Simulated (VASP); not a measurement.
Li2C:

```xyz
3
Lattice="-1.4622 1.4622 3.5870 1.4622 -1.4622 3.5870 1.4622 1.4622 -3.5870" Properties=species:S:1:pos:R:3 pbc="T T T"
Li    0.0000    0.0000    4.7707
Li    0.0000    0.0000    2.4033
C     0.0000    0.0000    0.0000
```

* Program: VASP 6.6.1
* Task: relaxation of cell and atoms
* Functional: PBE
* Potentials or basis: VASP PAW PBE potentials, release 64 (Li_sv, C)
* Cutoff: 600 eV
* k mesh: 8 × 8 × 8
* Occupations: gaussian, width 0.1 eV
* Spin: no spin polarisation

At the start: pressure -7.6 GPa; volume 10.23 Å³/atom.

Q: How do energy, volume and symmetry change on relaxing?

A: Over 10 steps the energy falls by 71.5 meV/atom and the volume is 8.86 Å³/atom (-13.3 %); space group I4/mmm (No. 139, to 0.05 Å).

The path:
```tsv
step	energy change (eV)	largest force (eV/Å)	pressure (GPa)	volume (Å³)
1	0.0000	0.6141	-7.61	30.68
2	-0.1126	0.3934	-4.75	28.57
3	-0.1631	0.0587	-0.16	26.40
4	-0.1633	0.0304	0.24	26.25
5	-0.1854	0.0580	0.79	25.93
6	-0.2000	0.1158	2.62	25.17
7	-0.2009	0.1052	2.25	25.29
8	-0.2099	0.1127	0.70	25.95
9	-0.2124	0.1253	-0.56	26.57
10	-0.2145	0.0032	-0.14	26.59
```

Final structure:
```cif
data_structure
_symmetry_space_group_name_H-M 'P 1'
_symmetry_Int_Tables_number 1
_cell_length_a 4.1358
_cell_length_b 4.1358
_cell_length_c 4.1358
_cell_angle_alpha 142.028
_cell_angle_beta 142.028
_cell_angle_gamma 54.787
_cell_volume 26.59
loop_
_atom_site_label
_atom_site_type_symbol
_atom_site_fract_x
_atom_site_fract_y
_atom_site_fract_z
_atom_site_occupancy
Li1 Li 0.64757 0.64757 0.00000 1
Li2 Li 0.35243 0.35243 0.00000 1
C1 C 0.00000 0.00000 0.00000 1
```

Caveat: the k points lie up to 0.41 Å⁻¹ apart in the final cell; the cutoff is under 1.25 times the usual one of these potentials, so pressure, stress and relaxed cells hold a basis-set (Pulay) error.
